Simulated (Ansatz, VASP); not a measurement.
One calculation of PbS, two programs

The input INCAR:

```
PREC = Accurate
ENCUT = 500
EDIFF = 1E-6
ISMEAR = -1
SIGMA = 0.08617333262145177
LREAL = F
LASPH = T
NELM = 200
ALGO = Normal
ISIF = 2
LWAVE = F
LCHARG = F
LDAU = T
LDAUTYPE = 2
LDAUL = -1 1
LDAUU = 0 3.5
LDAUJ = 0 0
LDAUPRINT = 1
GGA = PS
NBANDS = 17
GGA_COMPAT = F
```

File KPOINTS:

```
Automatic mesh
0
Gamma
  6 6 4
```

File POSCAR:

```
PbS
1.0
    4.0896976867      0.0000000000      0.0000000000
   -2.0448488433      3.5417820905      0.0000000000
    0.0000000000      0.0000000000      3.7881670000
Pb S
1 1
Direct
    0.0000000000      0.0000000000      0.0000000000
    0.6666666667      0.3333333333      0.5000000000
```

Input for Ansatz:

```yaml
crystal:
  lattice:
    - [4.0896976867, 0.0, 0.0]
    - [-2.0448488433, 3.5417820905, 0.0]
    - [0.0, 0.0, 3.788167]
  atoms:
    - { symbol: Pb, position: [0.0, 0.0, 0.0] }
    - { symbol: S, position: [0.6666666667, 0.3333333333, 0.5] }
basis:
  ecutwfc: 420
  ecutrho_ratio: 5
kpoints:
  mp_grid: { grid: [6, 6, 4] }
hamiltonian:
  xc: pbesol
  hubbard: { sites: [{ species: S, l: p, u_eff: 3.5 }] }
scf:
  occupations: { method: fermi_dirac, width: "1000 K" }
output:
  forces: true
  stress: true
  eigenvalues: true
```

Alike in both runs: task single point; functional PBEsol; k mesh 6 × 6 × 4; no spin polarisation; Hubbard terms S p U = 3.5 eV.

|  | VASP | Ansatz |
| --- | --- | --- |
| version | VASP 6.6.1 | Ansatz 0.2.0 |
| potentials or method | VASP PAW PBE potentials, release 64 (Pb_d, S), cutoff 500 eV | scalar-relativistic, plane waves, PAW |
| occupations | fermi-dirac, width 0.0861733 eV | fermi-dirac |
| valence electrons in the cell | 20 | 20 |

```csv
,VASP,Ansatz,Ansatz less VASP
gap on the k mesh at the Fermi level (eV),none,none,-
pressure (GPa),-2.9,-2.4,+0.46
"traceless stress, the component that is largest in VASP (GPa)",0.63,0.32,-0.307
```

VASP's potentials were made for PBE, not for PBEsol. The programs project onto different local orbitals, so the same U acts differently, and such runs can settle in different states. A gap of «none» marks a metal or a gap that the smearing closes. Ansatz's warnings: filled band counts differ across k points.

The k mesh is coarse, so the values compare programs but aren't converged. Neither program's run includes spin-orbit coupling.
